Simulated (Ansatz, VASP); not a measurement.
CdSe in VASP and in Ansatz

```xyz
2
Lattice="0.0000 2.9688 2.9688 2.9688 0.0000 2.9688 2.9688 2.9688 0.0000" Properties=species:S:1:pos:R:3 pbc="T T T"
Cd    0.0000    0.0000    0.0000
Se    1.4844    1.4844    1.4844
```

Change from the starting cell: volume scaled by 0.88, PAW files.

Alike in both runs: task single point; functional PBE; k mesh 11 × 11 × 11; occupations fermi-dirac, width 0.1 eV; no spin polarisation.

```csv
,VASP,Ansatz
version,VASP 6.6.1,Ansatz 0.2.0
potentials or method,"VASP PAW PBE potentials, release 64 (Cd, Se)","PAW with Ansatz's default frozen-core files, scalar-relativistic"
plane-wave cutoff (eV),520,420
valence electrons in the cell,18,36
```

|  | VASP | Ansatz | Ansatz less VASP |
| --- | --- | --- | --- |
| pressure (GPa) | 8.1 | 7.7 | -0.44 |

VASP's potentials hold 18 valence electrons a cell and Ansatz's 36, so a difference there can come from the potentials and not from the codes.
